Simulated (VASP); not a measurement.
## Ag: single point with LDA

Ag:

```
CELL_PARAMETERS angstrom
2.94662 0.00000 0.00000
-1.47331 2.55184 0.00000
0.00000 0.00000 4.78566
ATOMIC_POSITIONS crystal
Ag 0.33333 0.66667 0.25000
Ag 0.66667 0.33333 0.75000
```

This cell differs from its parent crystal: volume scaled by 1.12.

```
Program             : VASP 6.6.1
Task                : single point
Functional          : LDA
Potentials or basis : VASP PAW LDA potentials, release 64 (Ag)
Cutoff              : 520 eV
k mesh              : 14 × 14 × 8
Occupations         : fermi-dirac, width 0.1 eV
Spin                : no spin polarisation
```

```
Pressure               : -11.2 GPa
Band gap on the k mesh : zero (band 11 reaches 10.92 eV, above the bottom of band 12 at 4.11 eV)
```

Stress tensor (GPa, compression positive):
```
-11.29   0.00   0.00
  0.00 -11.29   0.00
  0.00   0.00 -10.95
```

Levels at points of the mesh, in eV from the Fermi level:
```csv
k point,band 7,band 8,band 9,band 10,band 11,band 12,band 13,band 14,band 15,band 16
"(0.00, 0.00, 0.00)",-4.23,-3.94,-3.94,-2.98,-2.98,-0.21,3.38,15.52,17.45,17.45
"(0.50, 0.00, 0.00)",-3.62,-2.87,-2.80,-2.74,0.13,1.41,6.64,6.93,8.90,10.18
"(0.00, 0.00, 0.50)",-4.30,-4.30,-3.27,-3.27,-3.27,-3.27,10.87,10.87,15.83,15.83
"(0.50, 0.00, 0.50)",-3.02,-3.02,-2.79,-2.79,0.82,0.82,4.27,4.27,13.09,13.09
```

It took 31 s on 1 thread of Intel(R) Xeon(R) Platinum 8488C (Sapphire Rapids), with other jobs on the host, peak memory 0.18 GiB.
